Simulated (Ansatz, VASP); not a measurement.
PbI2 in VASP and in Ansatz

INCAR

```
ALGO = Normal
EDIFF = 1E-6
ENCUT = 500
GGA = PE
GGA_COMPAT = False
ISIF = 2
ISMEAR = -1
LASPH = True
LCHARG = False
LREAL = False
LWAVE = False
NBANDS = 21
NELM = 120
PREC = Accurate
SIGMA = 0.03
```

File KPOINTS:

```
k-points
0
Gamma
  11 11 6
```

The input POSCAR:

```
PbI2
1.0
    4.6772877255      0.0000000000      0.0000000000
   -2.3386438628      4.0506499911      0.0000000000
    0.0000000000      0.0000000000      7.8496382030
Pb I
1 2
Direct
    0.0000000000      0.0000000000      0.0000000000
    0.3333333333      0.6666666667      0.2366177030
    0.6666666667      0.3333333333      0.7633822970
```

Input for Ansatz:

```yaml
crystal:
  lattice:
    - [4.6772877255, 0.0, 0.0]
    - [-2.3386438628, 4.0506499911, 0.0]
    - [0.0, 0.0, 7.849638203]
  atoms:
    - { symbol: Pb, position: [0.0, 0.0, 0.0] }
    - { symbol: I, position: [0.3333333333, 0.6666666667, 0.236617703] }
    - { symbol: I, position: [0.6666666667, 0.3333333333, 0.763382297] }
kpoints:
  mp_grid: { grid: [11, 11, 6] }
  band_path:
    path:
      - [0.0, 0.0, 0.0]
      - [0.5, 0.0, 0.0]
      - [0.3333333333, 0.3333333333, 0.0]
      - [0.0, 0.0, 0.0]
      - [0.0, 0.0, 0.5]
      - [0.5, 0.0, 0.5]
      - [0.3333333333, 0.3333333333, 0.5]
      - [0.0, 0.0, 0.5]
      - [0.5, 0.0, 0.5]
    npoints: 14
scf:
  occupations: { method: fermi_dirac, width: 0.03 }
hamiltonian:
  xc: pbe
  pseudopotentials: { kind: all_electron, lapw: { basis_error: 0.001 } }
output:
  forces: true
  stress: true
  eigenvalues: true
  fatbands: true
  populations: true
  dos: { projected: true, de: 0.2, e_range: [-14, 8] }
```

Alike in both runs: task single point; functional PBE; k mesh 11 × 11 × 6; occupations fermi-dirac, width 0.03 eV; no spin polarisation.

|  | VASP | Ansatz |
| --- | --- | --- |
| version | VASP 6.6.1 | Ansatz 0.2.0 |
| potentials or method | VASP PAW PBE potentials, release 64 (Pb_d, I), cutoff 500 eV | all-electron LAPW, scalar-relativistic |

```tsv
	VASP	Ansatz	Ansatz less VASP
gap on the k mesh at the Fermi level (eV)	2.43	2.43	+0.001
pressure (GPa)	0.0	0.0	+0.02
```

Ansatz ran all-electron here, and VASP with PAW potentials.

Neither program's run includes spin-orbit coupling.
